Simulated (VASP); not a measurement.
# Si8NO14 (a cell with a defect) in VASP: further runs

Si8NO14 (a cell with a defect) is run at these levels: LDA; tasks: single point.

Everything below comes from runs of VASP 6.6.1. Logs are shortened: lines on timing, memory, paths and dates and some standing lists are left out, and cuts for length are marked.

## 1. The cell of the first run

The cell holds a defect, 23 atoms: a = 5.896 Å, b = 5.896 Å, c = 5.330 Å, α = 90.00°, β = 90.00°, γ = 90.00°.

## 2. Single point, LDA, collinear spin, zero start

Contents of INCAR:

```
PREC = Accurate
ENCUT = 520
EDIFF = 1E-6
ISMEAR = 0
SIGMA = 0.05
LREAL = Auto
LASPH = T
NELM = 150
ALGO = Normal
ISIF = 2
LWAVE = F
LCHARG = F
ISPIN = 2
MAGMOM = 0 0 0 0 0 0 0 0 0 0 0 0 0 0 0 0 0 0 0 0 0 0 0
LORBIT = 11
GGA = CA
NBANDS = 82
```

Contents of KPOINTS:

```
regular mesh
0
Gamma
  2 2 2
```

Contents of POSCAR:

```
Si8NO14
1.0
   -4.1693000000     -4.1693000000      0.0000000000
    4.1693000000     -4.1693000000      0.0000000000
    0.0000000000      0.0000000000      5.3304000000
Si O N
8 14 1
Direct
    0.4995312163      0.4997214161      0.0010942894
   -0.0004585902      0.4858738877      0.2515347816
    0.4995242607      0.4997149402      0.5019842789
   -0.0004836543      0.5329620080      0.7515396593
   -0.0004666251     -0.0140823400      0.0065464130
    0.4995429688      0.0068286043      0.2515405973
   -0.0004722615     -0.0140558367      0.4965210866
    0.4995439282      0.0020875207      0.7515404097
    0.1925413139      0.4886879092     -0.0000296413
   -0.0004825750      0.1850267431      0.2515225874
    0.8065103255      0.4887195692     -0.0000227000
   -0.0004396421      0.7942577891      0.2515351568
    0.1925416737      0.4886669225      0.5031050203
    0.8065044492      0.4887129734      0.5030913252
    0.6929905500      0.0065573358      0.0027172445
    0.4995055525      0.6959497997      0.2515370329
    0.3060678051      0.0065611733      0.0027103032
    0.4995188641      0.3094121315      0.2515347816
    0.6929936680      0.0065712470      0.5003645130
    0.4995200633      0.6949555081      0.7515411601
    0.3060712829      0.0065548174      0.5003723923
    0.4995222220      0.3069201065      0.7515458502
   -0.0004701029      0.8183081093      0.7515244635
```

Potentials or basis: VASP PAW LDA potentials, release 64 (Si, O, N).

Started as:

```console
cat potpaw_LDA.64/Si/POTCAR potpaw_LDA.64/O/POTCAR potpaw_LDA.64/N/POTCAR > POTCAR
mpirun -np 1 vasp_std > vasp.out
```

OUTCAR:

```text
PREC = Accurate
   ENCUT = 520
   EDIFF = 1E-6
   ISMEAR = 0
   LREAL = Auto
   LASPH = T
   NELM = 150
   ISIF = 2
   ISPIN = 2
   LORBIT = 11
   GGA = CA

 ion  position               nearest neighbor table
   1  0.500  0.500  0.001-  18 1.74  22 1.75  20 1.76  16 1.77  11 1.81   9 1.81   3 2.66   3 2.67

   2  1.000  0.486  0.252-   9 1.76  13 1.76  11 1.76  14 1.76  10 1.77  12 1.82   4 2.68   4 2.68

   3  0.500  0.500  0.502-  18 1.74  22 1.75  20 1.76  16 1.77  14 1.81  13 1.81   1 2.66   1 2.67
[... 12 lines left out ...]
  10  1.000  0.185  0.252-   7 1.76   5 1.76   2 1.77
  11  0.807  0.489  1.000-   2 1.76   4 1.77   1 1.81
  12  1.000  0.794  0.252-   5 1.73   7 1.73   2 1.82
  13  0.193  0.489  0.503-   2 1.76   4 1.77   3 1.81
  14  0.807  0.489  0.503-   2 1.76   4 1.77   3 1.81
  15  0.693  0.007  0.003-   6 1.75   8 1.76   5 1.81
  16  0.500  0.696  0.252-   1 1.77   3 1.77   6 1.83
  17  0.306  0.007  0.003-   6 1.75   8 1.76   5 1.81
  18  0.500  0.309  0.252-   1 1.74   3 1.74   6 1.78
  19  0.693  0.007  0.500-   6 1.75   8 1.76   7 1.81
  20  0.500  0.695  0.752-   1 1.76   3 1.76   8 1.81
  21  0.306  0.007  0.500-   6 1.75   8 1.76   7 1.81
  22  0.500  0.307  0.752-   1 1.75   3 1.75   8 1.80
  23  1.000  0.818  0.752-   5 1.68   7 1.68   4 1.68

  LATTYP: Found a simple tetragonal cell.
 ALAT       =     5.8962806056
 C/A-ratio  =     0.9040275313

  Lattice vectors:

 A1 = (  -4.1693000000,  -4.1693000000,   0.0000000000)
 A2 = (   4.1693000000,  -4.1693000000,   0.0000000000)
 A3 = (   0.0000000000,   0.0000000000,   5.3304000000)

Analysis of symmetry for initial positions (statically):
=====================================================================
 Subroutine PRICEL returns:
 Original cell was already a primitive cell.

 Routine SETGRP: Setting up the symmetry group for a
 simple tetragonal supercell.

 Subroutine GETGRP returns: Found  1 space group operations
 (whereof  1 operations were pure point group operations)
 out of a pool of 16 trial point group operations.

The static configuration has the point symmetry C_1 .

Analysis of symmetry for dynamics (positions and initial velocities):
=====================================================================
 Subroutine PRICEL returns:
 Original cell was already a primitive cell.

 Routine SETGRP: Setting up the symmetry group for a
 simple tetragonal supercell.

 Subroutine GETGRP returns: Found  1 space group operations
 (whereof  1 operations were pure point group operations)
 out of a pool of 16 trial point group operations.

The dynamic configuration has the point symmetry C_1 .

Analysis of structural, dynamic, and magnetic symmetry:
=====================================================================
 Subroutine PRICEL returns:
 Original cell was already a primitive cell.

 Routine SETGRP: Setting up the symmetry group for a
 simple tetragonal supercell.

 Subroutine GETGRP returns: Found  1 space group operations
 (whereof  1 operations were pure point group operations)
 out of a pool of 16 trial point group operations.

The overall configuration has the point symmetry C_1 .

 Subroutine INISYM returns: Found  1 space group operations
 (whereof  1 operations are pure point group operations),
 and found     1 'primitive' translations

----------------------------------------------------------------------------------------

                                     Primitive cell

  volume of cell :     185.3174

  direct lattice vectors                    reciprocal lattice vectors
    -4.169300000 -4.169300000  0.000000000    -0.119924208 -0.119924208  0.000000000
     4.169300000 -4.169300000  0.000000000     0.119924208 -0.119924208  0.000000000
     0.000000000  0.000000000  5.330400000     0.000000000  0.000000000  0.187603182

  length of vectors
     5.896280606  5.896280606  5.330400000     0.169598441  0.169598441  0.187603182

  position of ions in fractional coordinates (direct lattice)
     0.499531216  0.499721416  0.001094289
[... 87 lines left out ...]
   total plane-waves  NPLWV =  92160
   dimension x,y,z NGX =    48 NGY =   48 NGZ =   40
   dimension x,y,z NGXF=    96 NGYF=   96 NGZF=   80
   ions per type =               8  14   1
   NGX,Y,Z   is equivalent  to a cutoff of  13.53, 13.53, 12.48 a.u.
   NGXF,Y,Z  is equivalent  to a cutoff of  27.07, 27.07, 24.95 a.u.
 SYSTEM =  unknown system
   PREC   = accura    normal or accurate (medium, high low for compatibility)
   ISTART =      0    job   : 0-new  1-cont  2-samecut
   ICHARG =      2    charge: 1-file 2-atom 10-const
   ISPIN  =      2    spin polarized calculation?
   LNONCOLLINEAR =      F non collinear calculations
   LSORBIT =      F    spin-orbit coupling
   LASPH  =      T    aspherical Exc in radial PAW
   ENCUT  =  520.0 eV  38.22 Ry    6.18 a.u.  10.96 10.96  9.91*2*pi/ulx,y,z
   NELM   =    150;   NELMIN=  2; NELMDL= -5     # of ELM steps
   EDIFF  = 0.1E-05   stopping-criterion for ELM
   LREAL  =      T    real-space projection
   EDIFFG = 0.1E-04   stopping-criterion for IOM
   NSW    =      0    number of steps for IOM
   IBRION =     -1    ionic relax: 0-MD 1-quasi-New 2-CG
   NFREE  =      0    steps in history (QN), initial steepest desc. (CG)
   ISIF   =      2    stress and relaxation
   ISYM   =      2    0-nonsym 1-usesym 2-fastsym
   POTIM  = 0.5000    time-step for ionic-motion
   TEBEG  =    0.0;   TEEND  =   0.0 temperature during run
   PSTRESS=    0.0 pullay stress
   NELECT =     121.0000    total number of electrons
   NUPDOWN=      -1.0000    fix difference up-down
   EMIN   =  10.00;   EMAX   =-10.00  energy-range for DOS
   EFERMI =   0.00;   METHOD = LEGACY
   ISMEAR =     0;   SIGMA  =   0.05  broadening in eV -4-tet -1-fermi 0-gaus
   EFERMI_NEDOS =   21; number of points for ismear=-14 and -15
   IALGO  =     38    algorithm
   IMIX   =      4    mixing-type and parameters
     AMIX     =   0.40;   BMIX     =  1.00
     AMIX_MAG =   1.60;   BMIX_MAG =  1.00
  volume/ion in A,a.u.               =       8.06        54.37
  Fermi-wavevector in a.u.,A,eV,Ry     =   1.420249  2.683882 27.444422  2.017108
  Thomas-Fermi vector in A             =   2.541184
   LORBIT       =     11    0 simple, 1 ext, 2 COOP (PROOUT), +10 PAW based schemes
   GGA     = CA    functional components
   LHFCALC =     F    Hartree Fock is set to
   AEXX    =    0.0000 exact exchange contribution
   IVDW    =     0    specifies the selected vdW correction
   LEPSILON=     F    determine dielectric tensor
   LRPA    =     F    only Hartree local field effects (RPA)
 spin polarized calculation
 Gauss-broadening in eV      SIGMA  =   0.05
  energy-cutoff  :      520.00
  volume of cell :      185.32
 maximum number of plane-waves:      5000
 NGX is ok and might be reduce to    48
   NGX = 21   NGY = 21   NGZ = 19

 number of electron     120.9999975 magnetization      -0.0000001

 number of electron     120.9999975 magnetization       0.0000000

 Free energy of the ion-electron system (eV)
  ---------------------------------------------------
  ext. energy  EPLUGINS =         0.00000000
  ---------------------------------------------------
  free energy    TOTEN  =      -195.58652531 eV

  energy without entropy =     -195.58651989  energy(sigma->0) =     -195.58652260

 E-fermi :  10.3985     XC(G=0): -12.5299

 val. band max:       10.2646418759   @ k =   0.5000   0.0000   0.0000
 cond. band min:      10.5324263138   @ k =   0.0000   0.5000   0.5000
 fundamental gap:      0.2677844379
 Fermi energy:        10.3985336176

 spin component 1

 k-point     1 :       0.0000    0.0000    0.0000
  band No.  band energies     occupation
      1     -14.4586      1.00000
      2     -12.7952      1.00000
      3     -12.6866      1.00000
      4     -11.8452      1.00000
      5     -11.7279      1.00000
      6     -11.4784      1.00000
[... 589 lines left out ...]
     71      17.7746      0.00000
     72      17.9814      0.00000
 Fermi energy:        10.3985336176

 spin component 2

 k-point     1 :       0.0000    0.0000    0.0000
  band No.  band energies     occupation
      1     -14.4586      1.00000
      2     -12.7952      1.00000
      3     -12.6866      1.00000
      4     -11.8452      1.00000
      5     -11.7279      1.00000
      6     -11.4784      1.00000
[... 589 lines left out ...]
     71      17.7746      0.00000
     72      17.9814      0.00000
 [bands above 72 left out]

------------------------ aborting loop because EDIFF is reached ----------------------------------------

  FORCE on cell =-STRESS in cart. coord.  units (eV):
  Direction    XX          YY          ZZ          XY          YZ          ZX
  --------------------------------------------------------------------------------------
  -------------------------------------------------------------------------------------
  Total        2.2623461      2.2627319      3.1661907     -2.2226677      0.0042833     -0.0011165
  in kB       19.5593102     19.5626460     27.3735774    -19.2162673      0.0370319     -0.0096530
  external PRESSURE =      22.1651779 kB  Pullay stress =       0.0000000 kB

 VOLUME and BASIS-vectors are now :
 -----------------------------------------------------------------------------
  energy-cutoff  :      520.00
  volume of cell :      185.32
      direct lattice vectors                 reciprocal lattice vectors
    -4.169300000 -4.169300000  0.000000000    -0.119924208 -0.119924208  0.000000000
     4.169300000 -4.169300000  0.000000000     0.119924208 -0.119924208  0.000000000
     0.000000000  0.000000000  5.330400000     0.000000000  0.000000000  0.187603182

 POSITION                                       TOTAL-FORCE (eV/Angst)
 -----------------------------------------------------------------------------------
      0.00079     -4.16618      0.00583         0.002187      0.000581      0.001912
     -2.14163     -6.19314      1.34078         0.009196     -0.006818     -0.000576
      0.00080     -4.16613      2.67578         0.001590     -0.000166      0.000504
     -1.94521     -6.38936      4.00601        -0.005732      0.005063     -0.002010
     -0.05677     -8.27794      0.03489         0.008139     -0.009405     -0.065796
     -2.05427     -2.11121      1.34081         0.005608      0.000297     -0.001111
[... 15 lines left out ...]
     -0.80302     -3.36230      4.00604        -0.024853      0.022361      0.001207
     -0.75557     -7.57911      4.00593         0.004163     -0.004010      0.000137
 -----------------------------------------------------------------------------------
    total drift:                                0.003448     -0.004934      0.017509

  FREE ENERGIE OF THE ION-ELECTRON SYSTEM (eV)
  ---------------------------------------------------
  free  energy   TOTEN  =      -195.5865253062 eV

  energy  without entropy=     -195.5865198857  energy(sigma->0) =     -195.58652260

 total charge

# of ion       s       p       d       tot
------------------------------------------
    1        0.595   0.895   0.000   1.491
    2        0.594   0.897   0.000   1.491
    3        0.595   0.895   0.000   1.491
    4        0.636   0.920   0.000   1.556
    5        0.636   0.921   0.000   1.557
    6        0.602   0.905   0.000   1.507
[... 15 lines left out ...]
   22        1.539   3.689   0.000   5.228
   23        1.226   2.808   0.000   4.034
--------------------------------------------------
tot         27.692  61.417   0.000  89.109

 magnetization (x)

# of ion       s       p       d       tot
------------------------------------------
    1        0.000   0.000   0.000   0.000
    2       -0.000  -0.000   0.000  -0.000
    3       -0.000  -0.000   0.000  -0.000
    4        0.000   0.000   0.000   0.000
    5        0.000   0.000   0.000   0.000
    6       -0.000  -0.000   0.000  -0.000
[... 15 lines left out ...]
   22       -0.000  -0.000   0.000  -0.000
   23       -0.000   0.000   0.000   0.000
--------------------------------------------------
tot          0.000  -0.000   0.000  -0.000
```

Run time: 6.9 min. Hardware: 1 thread of Intel Xeon 8259CL, shared host; peak memory 0.34 GiB.

What came out:

```
Free energy                                           : -195.5865 eV
Pressure                                              : 2.2 GPa
Largest force                                         : 0.067 eV/Å
Net moment                                            : 0.00 μB per cell
Valence electrons inside the program's atomic spheres : Si 1.49, 1.56, 1.51, 1.48 (each value once); O 5.20, 5.21, 5.23, 5.19, 5.24 (each value once); N 4.03
```

Forces on the atoms (eV/Å):
```
Si   0.002  0.001  0.002
Si   0.009 -0.007 -0.001
Si   0.002  0.000  0.001
Si  -0.006  0.005 -0.002
Si   0.008 -0.009 -0.066
Si   0.006  0.000 -0.001
Si   0.007 -0.009  0.064
Si   0.003  0.001  0.001
O   -0.030 -0.014 -0.015
O    0.025 -0.027  0.000
O    0.012  0.031 -0.014
O   -0.037  0.038  0.001
O   -0.028 -0.014  0.013
O    0.012  0.031  0.014
O   -0.031 -0.034 -0.010
O    0.028 -0.028  0.002
O    0.032  0.028 -0.010
O   -0.024  0.021  0.001
O   -0.028 -0.034  0.009
O    0.025 -0.026  0.001
O    0.033  0.027  0.009
O   -0.025  0.022  0.001
N    0.004 -0.004  0.000
```

Caveat: the k points lie up to 0.59 Å⁻¹ apart; no moment was typed at the start, so none could form.

## 3. Single point, LDA, collinear spin, zero start

Contents of INCAR:

```
SYSTEM = Si8NO14
PREC     = Accurate       ! precision mode
ENCUT    = 520            ! plane-wave cutoff, eV
EDIFF    = 1E-6           ! SCF threshold, eV
ISMEAR   = 0              ! smearing method
SIGMA    = 0.05           ! smearing width, eV
LREAL    = Auto         
LASPH    = .TRUE.         ! aspherical terms in the spheres
NELM     = 150            ! most SCF steps
ALGO     = Normal         ! electronic algorithm
ISIF     = 2              ! what is computed and relaxed
LWAVE    = .FALSE.        ! write WAVECAR
LCHARG   = .TRUE.         ! write CHGCAR
ISPIN    = 2              ! spin polarisation
MAGMOM   = 0 0 0 0 0 0 0 0 0 0 0 0 0 0 0 0 0 0 0 0 0 0 0 ! initial moments
LORBIT   = 11             ! projections on sites
GGA      = CA             ! functional
LELF     = .TRUE.         ! ELF
LVHAR    = .TRUE.       
NBANDS   = 82             ! bands
```

Contents of KPOINTS:

```
Automatic mesh
0
G
  2 2 2
  0 0 0
```

Contents of POSCAR:

```
Si8NO14
1.0
   -4.1693000000     -4.1693000000      0.0000000000
    4.1693000000     -4.1693000000      0.0000000000
    0.0000000000      0.0000000000      5.3304000000
Si O N
8 14 1
Direct
    0.5002397285      0.4938585614      0.0023510431
   -0.0000953397      0.4943329816      0.2511421282
    0.5002504017      0.4939874799      0.4999591025
    0.0011160147      0.5545787063      0.7511492571
   -0.0055259876      0.0019946994      0.0256354120
    0.4995277385     -0.0052030317      0.2511952199
   -0.0054325666      0.0012894251      0.4765569188
    0.4951169261     -0.0048298275      0.7511571364
    0.1927542993      0.4955293455      0.0012481240
   -0.0010802773      0.1969273019      0.2514863800
    0.8079458182      0.4946630130     -0.0000904247
   -0.0021266160      0.7975361571      0.2508963680
    0.1927200010      0.4957411316      0.5010091175
    0.8079831147      0.4948739597      0.5023506679
    0.6910620488     -0.0023565107      0.0100699760
    0.5017739189      0.6865771233      0.2510974786
    0.3089793251     -0.0025916821      0.0127318775
    0.5010861536      0.3036220709      0.2512402446
    0.6909863766     -0.0026130286      0.4922585547
    0.4998095604      0.6887213681      0.7512162314
    0.3090946922     -0.0028432830      0.4895349317
    0.4991486580      0.3002848200      0.7510880985
    0.0065339505      0.9127289953      0.7512299265
```

Potentials or basis: VASP PAW LDA potentials, release 64 (Si, O, N).

Started as:

```console
cat potpaw_LDA.64/Si/POTCAR potpaw_LDA.64/O/POTCAR potpaw_LDA.64/N/POTCAR > POTCAR
mpirun -np 1 vasp_std > vasp.out
```

It took 7.1 min on 1 thread of Intel Xeon 8259CL, shared host; peak memory 0.34 GiB.

The run converged. Its results:

| Quantity | Value |
| --- | --- |
| Free energy | -192.5714 eV |
| Pressure | 9.9 GPa |
| Largest force | 7.170 eV/Å |
| Net moment | 0.00 μB per cell |
| Valence electrons inside the program's atomic spheres | Si 1.50, 1.51, 1.47, 1.68, 1.59, 1.44 (each value once); O 5.19, 5.29, 5.26, 5.23, 5.22, 5.21 (each value once); N 4.06 |

Forces on the atoms (eV/Å):
```
Si   0.074 -0.085 -0.053
Si   0.280 -0.269 -0.005
Si   0.073 -0.083  0.052
Si   0.071 -0.101  0.005
Si   0.348 -0.566 -0.685
Si   0.113 -0.143 -0.019
Si   0.363 -0.571  0.682
Si  -0.002 -0.135  0.003
O    0.314 -0.329 -0.083
O    0.294 -0.274 -0.003
O    0.355 -0.346 -0.089
O    0.333 -0.342  0.011
O    0.307 -0.332  0.090
O    0.361 -0.340  0.097
O    0.208 -0.259 -0.173
O    0.219 -0.178 -0.001
O    0.367 -0.168 -0.204
O    0.083 -0.084 -0.002
O    0.188 -0.279  0.173
O    0.126 -0.118  0.003
O    0.391 -0.146  0.211
O    0.060 -0.060  0.002
N   -4.926  5.210 -0.013
```

Stress tensor (GPa, compression positive):
```
 5.21  1.30  0.03
 1.30  4.79 -0.02
 0.03 -0.02 19.83
```

Levels at points of the mesh, in eV from the Fermi level:
Spin up:
```tsv
k point	band 58	band 59	band 60	band 61	band 62	band 63
(0.00, 0.00, 0.00)	-5.40	-4.60	-3.06	-0.82	1.76	2.25
(0.50, 0.00, 0.00)	-5.34	-4.74	-3.73	-0.42	2.25	2.42
(0.00, 0.50, 0.00)	-5.27	-4.91	-3.11	-0.27	0.96	2.64
(0.50, 0.50, 0.00)	-5.58	-5.22	-3.52	-0.11	1.22	3.22
(0.00, 0.00, 0.50)	-5.35	-4.89	-2.91	0.20	1.32	3.06
(0.50, 0.00, 0.50)	-5.13	-5.03	-3.47	0.11	1.71	3.03
(0.00, 0.50, 0.50)	-5.23	-4.93	-2.89	0.44	1.11	1.87
(0.50, 0.50, 0.50)	-5.41	-5.36	-3.49	0.50	1.47	1.77
```
Spin down:
| k point | band 58 | band 59 | band 60 | band 61 | band 62 | band 63 |
| --- | --- | --- | --- | --- | --- | --- |
| (0.00, 0.00, 0.00) | -5.40 | -4.60 | -3.06 | -0.82 | 1.76 | 2.25 |
| (0.50, 0.00, 0.00) | -5.34 | -4.74 | -3.73 | -0.42 | 2.25 | 2.42 |
| (0.00, 0.50, 0.00) | -5.27 | -4.91 | -3.11 | -0.27 | 0.96 | 2.64 |
| (0.50, 0.50, 0.00) | -5.58 | -5.22 | -3.52 | -0.11 | 1.22 | 3.22 |
| (0.00, 0.00, 0.50) | -5.35 | -4.89 | -2.91 | 0.20 | 1.32 | 3.06 |
| (0.50, 0.00, 0.50) | -5.13 | -5.03 | -3.47 | 0.11 | 1.71 | 3.03 |
| (0.00, 0.50, 0.50) | -5.23 | -4.93 | -2.89 | 0.44 | 1.11 | 1.87 |
| (0.50, 0.50, 0.50) | -5.41 | -5.36 | -3.49 | 0.50 | 1.47 | 1.77 |

Caveat: the k points lie up to 0.59 Å⁻¹ apart; no moment was typed at the start, so none could form.
